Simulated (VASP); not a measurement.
Input of a VASP 6.6.1 run:

File INCAR:

```
SYSTEM = AlN
PREC = Accurate
ENCUT = 600
EDIFF = 1E-6
ISMEAR = -1
SIGMA = 0.01
LREAL = .False.
LASPH = .True.
NELM = 120
ALGO = Normal
ISIF = 2
LWAVE = .False.
LCHARG = .False.
GGA = CA
NBANDS = 16
GGA_COMPAT = .False.
```

File KPOINTS:

```
regular mesh
0
Gamma
  10 10 6
  0 0 0
```

File POSCAR:

```
AlN
1.0
    3.1297569663      0.0000000289      0.0000000000
   -1.5648785082      2.7104490260      0.0000000000
    0.0000000000      0.0000000000      5.0174032534
Al N
2 2
Direct
    0.6671048056      0.3329323774      0.5000247799
    0.3329323767      0.6671048056      1.0000247801
    0.6639230870      0.3360397301      0.8799752205
    0.3360397294      0.6639230870      0.3799752203
```

Potentials or basis: VASP PAW LDA potentials, release 64 (Al, N).

Run with:

```console
$ cat potpaw_LDA.64/Al/POTCAR potpaw_LDA.64/N/POTCAR > POTCAR
$ mpirun -np 1 vasp_std > vasp.out
```

(1) Estimate the largest force.

(2) What does it give for the pressure?

Answers

(1) 0.221 eV/Å.

(2) -7.6 GPa.

Caveat: the cell stands under tension.
